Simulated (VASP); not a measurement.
# MnH4 (Im-3m) in VASP: a series of runs, part 2 of 4

VASP 6.6.1. Earlier steps stand in the parts before.

## 3. Single point, PBE, collinear spin, ferromagnetic start

This run uses another cell than the first one, of 8.41 Å³/atom.

File INCAR:

```
SYSTEM = MnH4
  PREC = Accurate
  ENCUT = 520
  EDIFF = 1E-6
  ISMEAR = 0
  SIGMA = 0.1
  LREAL = .FALSE.
  LASPH = .TRUE.
  NELM = 150
  ALGO = Fast
  ISIF = 2
  LWAVE = .FALSE.
  LCHARG = .FALSE.
  ISPIN = 2
  MAGMOM = 4 0 0 0 0
  LORBIT = 11
  LMAXMIX = 4
  GGA = PE
  NBANDS = 20
```

File KPOINTS:

```
regular mesh
0
G
  6 6 6
  0 0 0
```

File POSCAR:

```
MnH4
1.0
   -2.1907396600      2.1907396600      2.1907396600
    2.1907396600     -2.1907396600      2.1907396600
    2.1907396600      2.1907396600     -2.1907396600
Mn H
1 4
Direct
    0.0000000000      0.0000000000      0.0000000000
    0.0000000000      0.0000000000      0.5000000000
    0.5000000000      0.0000000000      0.0000000000
    0.5000000000      0.5000000000      0.5000000000
    0.0000000000      0.5000000000      0.0000000000
```

Potentials or basis: VASP PAW PBE potentials, release 64 (Mn_pv, H).

On the command line:

```bash
$ cat potpaw_PBE.64/Mn_pv/POTCAR potpaw_PBE.64/H/POTCAR > POTCAR
$ mpirun -np 1 vasp_std > vasp.out
```

OUTCAR:

```text
SYSTEM = MnH4
   PREC = Accurate
   ENCUT = 520
   EDIFF = 1E-6
   ISMEAR = 0
   LREAL = .FALSE.
   LASPH = .TRUE.
   NELM = 150
   ISIF = 2
   ISPIN = 2
   LORBIT = 11
   GGA = PE

 ion  position               nearest neighbor table
   1  0.000  0.000  0.000-   2 1.90   3 1.90   4 1.90   5 1.90   2 1.90   5 1.90   3 1.90   4 1.90

   2  0.000  0.000  0.500-   1 1.90   1 1.90
   3  0.500  0.000  0.000-   1 1.90   1 1.90
   4  0.500  0.500  0.500-   1 1.90   1 1.90
   5  0.000  0.500  0.000-   1 1.90   1 1.90

  LATTYP: Found a body centered cubic cell.
 ALAT       =     4.3814793200

  Lattice vectors:

 A1 = (  -2.1907396600,   2.1907396600,   2.1907396600)
 A2 = (   2.1907396600,  -2.1907396600,   2.1907396600)
 A3 = (   2.1907396600,   2.1907396600,  -2.1907396600)

Analysis of symmetry for initial positions (statically):
=====================================================================
 Subroutine PRICEL returns:
 Original cell was already a primitive cell.

 Routine SETGRP: Setting up the symmetry group for a
 body centered cubic supercell.

 Subroutine GETGRP returns: Found 48 space group operations
 (whereof 48 operations were pure point group operations)
 out of a pool of 48 trial point group operations.

The static configuration has the point symmetry O_h .

Analysis of symmetry for dynamics (positions and initial velocities):
=====================================================================
 Subroutine PRICEL returns:
 Original cell was already a primitive cell.

 Routine SETGRP: Setting up the symmetry group for a
 body centered cubic supercell.

 Subroutine GETGRP returns: Found 48 space group operations
 (whereof 48 operations were pure point group operations)
 out of a pool of 48 trial point group operations.

The dynamic configuration has the point symmetry O_h .

Analysis of structural, dynamic, and magnetic symmetry:
=====================================================================
 Subroutine PRICEL returns:
 Original cell was already a primitive cell.

 Routine SETGRP: Setting up the symmetry group for a
 body centered cubic supercell.

 Subroutine GETGRP returns: Found 48 space group operations
 (whereof 48 operations were pure point group operations)
 out of a pool of 48 trial point group operations.

The overall configuration has the point symmetry O_h .

 Subroutine INISYM returns: Found 48 space group operations
 (whereof 48 operations are pure point group operations),
 and found     1 'primitive' translations

----------------------------------------------------------------------------------------

                                     Primitive cell

  volume of cell :      42.0564

  direct lattice vectors                    reciprocal lattice vectors
    -2.190739660  2.190739660  2.190739660     0.000000000  0.228233418  0.228233418
     2.190739660 -2.190739660  2.190739660     0.228233418  0.000000000  0.228233418
     2.190739660  2.190739660 -2.190739660     0.228233418  0.228233418  0.000000000

  length of vectors
     3.794472397  3.794472397  3.794472397     0.322770795  0.322770795  0.322770795

  position of ions in fractional coordinates (direct lattice)
     0.000000000  0.000000000  0.000000000
     0.000000000  0.000000000  0.500000000
     0.500000000  0.000000000  0.000000000
     0.500000000  0.500000000  0.500000000
     0.000000000  0.500000000  0.000000000

  ion indices of the primitive-cell ions
[... 75 lines left out ...]
   ISIF   =      2    stress and relaxation
   ISYM   =      2    0-nonsym 1-usesym 2-fastsym
   POTIM  = 0.5000    time-step for ionic-motion
   TEBEG  =    0.0;   TEEND  =   0.0 temperature during run
   PSTRESS=    0.0 pullay stress
   NELECT =      17.0000    total number of electrons
   NUPDOWN=      -1.0000    fix difference up-down
   EMIN   =  10.00;   EMAX   =-10.00  energy-range for DOS
   EFERMI =   0.00;   METHOD = LEGACY
   ISMEAR =     0;   SIGMA  =   0.10  broadening in eV -4-tet -1-fermi 0-gaus
   EFERMI_NEDOS =   21; number of points for ismear=-14 and -15
   IALGO  =     68    algorithm
   IMIX   =      4    mixing-type and parameters
     AMIX     =   0.40;   BMIX     =  1.00
     AMIX_MAG =   1.60;   BMIX_MAG =  1.00
  volume/ion in A,a.u.               =       8.41        56.76
  Fermi-wavevector in a.u.,A,eV,Ry     =   1.210451  2.287420 19.935126  1.465190
  Thomas-Fermi vector in A             =   2.345997
   LORBIT       =     11    0 simple, 1 ext, 2 COOP (PROOUT), +10 PAW based schemes
   GGA     = PE    functional components
   LHFCALC =     F    Hartree Fock is set to
   AEXX    =    0.0000 exact exchange contribution
   IVDW    =     0    specifies the selected vdW correction
   LEPSILON=     F    determine dielectric tensor
   LRPA    =     F    only Hartree local field effects (RPA)
 spin polarized calculation
 RMM-DIIS sequential band-by-band and
 Gauss-broadening in eV      SIGMA  =   0.10
  energy-cutoff  :      520.00
  volume of cell :       42.06
 maximum number of plane-waves:      1157
   NGX = 15   NGY = 15   NGZ = 15

 number of electron      17.0000023 magnetization       3.1468411

 Free energy of the ion-electron system (eV)
  ---------------------------------------------------
  ext. energy  EPLUGINS =         0.00000000
  ---------------------------------------------------
  free energy    TOTEN  =       -20.00781038 eV

  energy without entropy =      -19.99999850  energy(sigma->0) =      -20.00390444

 E-fermi :   0.7598     XC(G=0):  -9.1940

 val. band max:        0.7389766917   @ k =  -0.3333   0.3333   0.1667
 cond. band min:       0.7898779477   @ k =   0.3333   0.0000   0.0000
 fundamental gap:      0.0509012560
 Fermi energy:         0.7597962565

 spin component 1

 k-point     1 :       0.0000    0.0000    0.0000
  band No.  band energies     occupation
      1     -49.2709      1.00000
      2     -49.2709      1.00000
      3     -49.2709      1.00000
      4      -7.2251      1.00000
      5      -2.8645      1.00000
      6      -2.8645      1.00000
[... 344 lines left out ...]
      6      -2.0629      1.00000
[... 12 lines left out ...]
     19      19.8675      0.00000
     20      19.8675      0.00000
 Fermi energy:         0.7597962565

 spin component 2

 k-point     1 :       0.0000    0.0000    0.0000
  band No.  band energies     occupation
      1     -45.6139      1.00000
      2     -45.6139      1.00000
      3     -45.6138      1.00000
      4      -7.1971      1.00000
      5      -1.4596      1.00000
      6      -1.4596      1.00000
[... 357 lines left out ...]
     19      20.9064      0.00000
     20      20.9064      0.00000

------------------------ aborting loop because EDIFF is reached ----------------------------------------

  FORCE on cell =-STRESS in cart. coord.  units (eV):
  Direction    XX          YY          ZZ          XY          YZ          ZX
  --------------------------------------------------------------------------------------
  -------------------------------------------------------------------------------------
  Total       -3.6866095     -3.6866095     -3.6866095      0.0000000      0.0000000      0.0000000
  in kB     -140.4447194   -140.4447194   -140.4447194      0.0000000      0.0000000      0.0000000
  external PRESSURE =    -140.4447194 kB  Pullay stress =       0.0000000 kB

 VOLUME and BASIS-vectors are now :
 -----------------------------------------------------------------------------
  energy-cutoff  :      520.00
  volume of cell :       42.06
      direct lattice vectors                 reciprocal lattice vectors
    -2.190739660  2.190739660  2.190739660     0.000000000  0.228233418  0.228233418
     2.190739660 -2.190739660  2.190739660     0.228233418  0.000000000  0.228233418
     2.190739660  2.190739660 -2.190739660     0.228233418  0.228233418  0.000000000

 POSITION                                       TOTAL-FORCE (eV/Angst)
 -----------------------------------------------------------------------------------
      0.00000      0.00000      0.00000         0.000000      0.000000      0.000000
      1.09537      1.09537     -1.09537         0.000000      0.000000     -0.000000
     -1.09537      1.09537      1.09537         0.000000     -0.000000      0.000000
      1.09537      1.09537      1.09537        -0.000000     -0.000000     -0.000000
      1.09537     -1.09537      1.09537         0.000000      0.000000     -0.000000
 -----------------------------------------------------------------------------------
    total drift:                                0.000000     -0.000000     -0.000000

  FREE ENERGIE OF THE ION-ELECTRON SYSTEM (eV)
  ---------------------------------------------------
  free  energy   TOTEN  =       -20.0078103814 eV

  energy  without entropy=      -19.9999984950  energy(sigma->0) =      -20.00390444

 total charge

# of ion       s       p       d       tot
------------------------------------------
    1        0.293   6.236   4.871  11.400
    2        0.479   0.007   0.000   0.486
    3        0.479   0.007   0.000   0.486
    4        0.479   0.007   0.000   0.486
    5        0.479   0.007   0.000   0.486
--------------------------------------------------
tot          2.210   6.264   4.871  13.345

 magnetization (x)

# of ion       s       p       d       tot
------------------------------------------
    1        0.045   0.015   3.347   3.407
    2       -0.069   0.003   0.000  -0.066
    3       -0.069   0.003   0.000  -0.066
    4       -0.069   0.003   0.000  -0.066
    5       -0.069   0.003   0.000  -0.066
--------------------------------------------------
tot         -0.231   0.025   3.347   3.141
```

It took 65 s on 1 thread of Oxide Virtual Turin-like, shared host; peak memory 0.14 GiB.

Results:

* Free energy: -20.0078 eV
* Pressure: -14.0 GPa
* Net moment: 3.15 μB per cell
* Site moments: Mn +3.41; H -0.07 μB
* Valence electrons inside the program's atomic spheres: Mn 11.40; H 0.49

Levels at points of the mesh, in eV from the Fermi level:
Spin up:
```csv
k point,band 6,band 7,band 8,band 9,band 10,band 11,band 12,band 13,band 14,band 15
"(0.00, 0.00, 0.00)",-3.62,-3.62,-2.32,-2.32,4.34,4.34,4.34,8.81,8.81,8.81
"(0.50, 0.00, 0.00)",-3.91,-2.43,-2.33,-1.98,-1.32,0.03,3.71,7.16,8.99,11.42
"(0.50, 0.50, 0.50)",-2.82,-2.82,-2.82,-2.03,-2.03,-2.03,2.40,4.58,5.96,5.96
```
Spin down:
```csv
k point,band 4,band 5,band 6,band 7,band 8,band 9,band 10,band 11
"(0.00, 0.00, 0.00)",-7.96,-2.22,-2.22,-2.22,1.56,1.56,5.44,5.44
"(0.50, 0.00, 0.00)",-5.10,-4.36,-2.69,-0.27,0.89,1.27,1.30,1.53
"(0.50, 0.50, 0.50)",-3.09,-3.09,-3.09,0.35,0.35,0.81,0.81,0.81
```

Caveat: the cell stands under tension.

(Continued in part 3 of 4.)
